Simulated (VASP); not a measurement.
A run of VASP 6.6.1 is set up as follows.

File INCAR:

```
PREC     = Accurate       # precision mode
ENCUT    = 520            # plane-wave cutoff, eV
EDIFF    = 1E-6           # SCF threshold, eV
ISMEAR   = 0              # smearing method
SIGMA    = 0.15           # smearing width, eV
LREAL    = F              # projectors in reciprocal space
LASPH    = T              # aspherical terms in the spheres
NELM     = 80             # most SCF steps
ALGO     = Fast           # electronic algorithm
ISIF     = 2              # what is computed and relaxed
LWAVE    = F              # write WAVECAR
LCHARG   = F              # write CHGCAR
GGA      = PS             # functional
NBANDS   = 18             # bands
```

File KPOINTS:

```
Automatic mesh
0
Gamma
  14 14 14
```

File POSCAR:

```
InPd
1.0
    3.1329966199      0.0000000000      0.0000000000
    0.0000000000      3.1329966199      0.0000000000
    0.0000000000      0.0000000000      3.4738926252
In Pd
1 1
Direct
   -0.0049674089      0.0000000000      0.0000000000
    0.5053594057      0.5000000000      0.5000000000
```

Potentials or basis: VASP PAW PBE potentials, release 64 (In_d, Pd).

Launch:

```bash
$ cat potpaw_PBE.64/In_d/POTCAR potpaw_PBE.64/Pd/POTCAR > POTCAR
$ mpirun -np 1 vasp_std > vasp.out
```

(1) What does it give for the band gap on the k mesh?

(2) Estimate the largest force.

Answers

(1) zero (an odd number of electrons rules out a gap without spin polarisation).

(2) 0.129 eV/Å.

Caveat: the cell differs from its parent crystal (atoms displaced along a vibrational mode, the cell strained); the PAW data sets were made with another functional, which shifts forces and pressure a little; spin-orbit coupling is left out, which moves the levels of the heavy elements.
